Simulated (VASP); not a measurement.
Input of a VASP 6.6.1 run:

The input INCAR:

```
SYSTEM = HfPt3
ALGO = Normal
EDIFF = 1E-6
ENCUT = 520
GGA = CA
ISIF = 2
ISMEAR = 1
LASPH = .TRUE.
LCHARG = .FALSE.
LREAL = .FALSE.
LWAVE = .FALSE.
NBANDS = 28
NELM = 60
PREC = Accurate
SIGMA = 0.1
```

KPOINTS

```
k-points
0
G
  6 6 6
  0 0 0
```

The input POSCAR:

```
HfPt3
1.0
    4.0024500000      0.0000000000      0.0000000000
    0.0000000000      4.0024500000      0.0000000000
    0.0000000000      0.0000000000      4.0024500000
Hf Pt
1 3
Direct
    0.0000000000      0.0000000000      0.0000000000
    0.5000000000      0.5000000000      0.0000000000
    0.5000000000      0.0000000000      0.5000000000
    0.0000000000      0.5000000000      0.5000000000
```

Potentials or basis: VASP PAW LDA potentials, release 64 (Hf_pv, Pt).

The run is started by

```sh
$ cat potpaw_LDA.64/Hf_pv/POTCAR potpaw_LDA.64/Pt/POTCAR > POTCAR
$ mpirun -np 1 vasp_std > vasp.out
```

Q: Estimate the pressure.

A: -8.5 GPa.

Q: Predict the band gap on the k mesh.

A: Zero (band 20 reaches 11.83 eV, above the bottom of band 21 at 9.82 eV).

Caveat: spin-orbit coupling is left out, which moves the levels of the heavy elements.
